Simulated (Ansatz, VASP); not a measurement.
ZnS in VASP and in Ansatz

File INCAR:

```
SYSTEM = ZnS
  PREC = Accurate
  ENCUT = 600
  EDIFF = 1E-6
  ISMEAR = 0
  SIGMA = 0.02
  LREAL = .False.
  LASPH = .True.
  NELM = 60
  ALGO = Normal
  ISIF = 3
  LWAVE = .False.
  LCHARG = .False.
  IBRION = 2
  NSW = 100
  EDIFFG = -0.002
```

The input KPOINTS:

```
regular mesh
0
Gamma
  9 9 6
  0 0 0
```

File POSCAR:

```
ZnS
1.0
    3.8230000000      0.0000000000      0.0000000000
   -1.9115000000      3.3108151187      0.0000000000
    0.0000000000      0.0000000000      6.2610000000
Zn S
2 2
Direct
    0.3333333333      0.6666666667      0.0000000000
    0.6666666667      0.3333333333      0.5000000000
    0.3333333333      0.6666666667      0.3750000000
    0.6666666667      0.3333333333      0.8750000000
```

Input for Ansatz:

```yaml
crystal:
  lattice:
    - [3.823, 0.0, 0.0]
    - [-1.9115, 3.3108151187, 0.0]
    - [0.0, 0.0, 6.261]
  atoms:
    - { symbol: Zn, position: [0.3333333333, 0.6666666667, 0.0] }
    - { symbol: Zn, position: [0.6666666667, 0.3333333333, 0.5] }
    - { symbol: S, position: [0.3333333333, 0.6666666667, 0.375] }
    - { symbol: S, position: [0.6666666667, 0.3333333333, 0.875] }
basis:
  ecutwfc: 420
kpoints:
  mp_grid: { grid: [9, 9, 6] }
hamiltonian:
  xc: lda
  pseudopotentials: { kind: paw, azcp: { folder: soft_1 } }
scf:
  occupations: { method: gaussian, width: 0.02 }
output:
  forces: true
  stress: true
  eigenvalues: true
relax:
  adjacent_minimum: "off"
  f_tol: 0.002
  max_steps: 80
  cell: { stress_tol: 0.02 }
```

Alike in both runs: task relaxation of cell and atoms; functional LDA; k mesh 9 × 9 × 6; occupations gaussian, width 0.02 eV; no spin polarisation.

|  | VASP | Ansatz |
| --- | --- | --- |
| version | VASP 6.6.1 | Ansatz 0.2.0 |
| potentials or method | VASP PAW LDA potentials, release 64 (Zn, S), cutoff 600 eV | scalar-relativistic, plane waves, PAW |
| valence electrons in the cell | 36 | 36 |

```csv
,VASP,Ansatz,Ansatz less VASP
"gap on the k mesh at the Fermi level, each at its own relaxed structure (eV)",2.21,2.19,-0.028
relaxed volume (Å³/atom),18.64,18.58,-0.054
relaxed cell length with the largest relative difference (Å),3.742,3.738,-0.0040
```

Ansatz warns that its potentials were made for another functional, while VASP's fit it. LDA's correlation is that of Perdew and Zunger in VASP and of Perdew and Wang (1992) in Ansatz.
